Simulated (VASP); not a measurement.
A run of VASP 6.6.1 is set up as follows.

Contents of INCAR:

```
ALGO = Normal
EDIFF = 1E-6
ENCUT = 520
GGA = PE
ISIF = 2
ISMEAR = -1
LASPH = T
LCHARG = F
LREAL = F
LWAVE = F
NBANDS = 21
NELM = 60
PREC = Accurate
SIGMA = 0.05
```

File KPOINTS:

```
k-points
0
Gamma
  9 9 5
```

The input POSCAR:

```
RuCl2
1.0
    3.5496909800      0.0000000000      0.0000000000
   -1.7748454900      3.0741225600      0.0000000000
    0.0000000000      0.0000000000      5.7263882700
Ru Cl
1 2
Direct
    0.0000000000      0.0000000000      0.0000000000
    0.3333333333      0.6666666667      0.2520000000
    0.6666666667      0.3333333333      0.7480000000
```

Potentials or basis: VASP PAW PBE potentials, release 64 (Ru_pv, Cl).

Run with:

```console
$ cat potpaw_PBE.64/Ru_pv/POTCAR potpaw_PBE.64/Cl/POTCAR > POTCAR
$ mpirun -np 1 vasp_std > vasp.out
```

(1) Predict the largest force.

(2) Estimate the band gap on the k mesh.

Results:

(1) 1.616 eV/Å.

(2) 0.60 eV (least direct gap 0.79 eV).

Caveat: the cell stands under tension; an odd mesh through Γ misses points on the zone boundary, where band edges can lie; forces of over 1 eV/Å act on the atoms, so gaps and moduli don't describe the material at rest.
